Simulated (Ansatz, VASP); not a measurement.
One calculation of SiB4C, two programs

```
Si B C
1.0
     2.96265    0.00000    0.00000
    -1.48133    2.56573    0.00000
     0.00000    0.00000    6.32158
Si B C
1 4 1
Direct
  0.00000 0.00000 0.50000
  0.33333 0.66667 0.75964
  0.33333 0.66667 0.24036
  0.66667 0.33333 0.75964
  0.66667 0.33333 0.24036
  0.00000 0.00000 0.00000
```

Change from the starting cell: species swapped into the HfTiB4 type (P6/mmm, No. 191).

Alike in both runs: functional PBE; k mesh 12 × 12 × 6; occupations gaussian, width 0.1 eV; no spin polarisation.

Ansatz relaxed the structure, and its values are those at the end. VASP's run is a single point on that final structure, the one shown.

```csv
,VASP,Ansatz
version,VASP 6.6.1,Ansatz 0.2.0
potentials or method,"VASP PAW PBE potentials, release 64 (Si, B, C), cutoff 520 eV","scalar-relativistic, plane waves, PAW"
valence electrons in the cell,20,20
```

|  | VASP | Ansatz | Ansatz less VASP |
| --- | --- | --- | --- |
| gap on the k mesh at the Fermi level (eV) | none | none | - |
| pressure (GPa) | 0.0 | 0.0 | -0.01 |

A gap of «none» marks a metal or a gap that the smearing closes.
